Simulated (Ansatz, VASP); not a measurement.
**One calculation of BP, two programs**

```
B P
1.0
     0.00000    2.28274    2.24954
     2.28274    0.00000    2.24954
     2.28274    2.28274    0.00000
B P
1 1
Direct
  0.00000 0.00000 0.00000
  0.25000 0.25000 0.25000
```

Change from the starting cell: strained cell.

Alike in both runs: functional PBEsol; k mesh 8 × 8 × 8; occupations gaussian, width 0.02 eV; no spin polarisation.

Ansatz relaxed the structure, and its values are those at the end. VASP's run is a single point on that final structure, the one shown.

```csv
,VASP,Ansatz
version,VASP 6.6.1,Ansatz 0.2.0
potentials or method,"VASP PAW PBE potentials, release 64 (B, P), cutoff 500 eV","scalar-relativistic, plane waves, PAW"
valence electrons in the cell,8,8
```

VASP gave:

- gap on the k mesh at the Fermi level (eV): 0.95
- least direct gap on the mesh (eV): 3.20
- pressure (GPa): -2.4

Question: What did Ansatz give for the same quantities?

Answer: gap on the k mesh at the Fermi level (eV): 0.95; least direct gap on the mesh (eV): 3.21; pressure (GPa): -2.5.

VASP's potentials were made for PBE, not for PBEsol, and Ansatz warns of the same on its side. Ansatz's warnings: stress scf threshold loose.
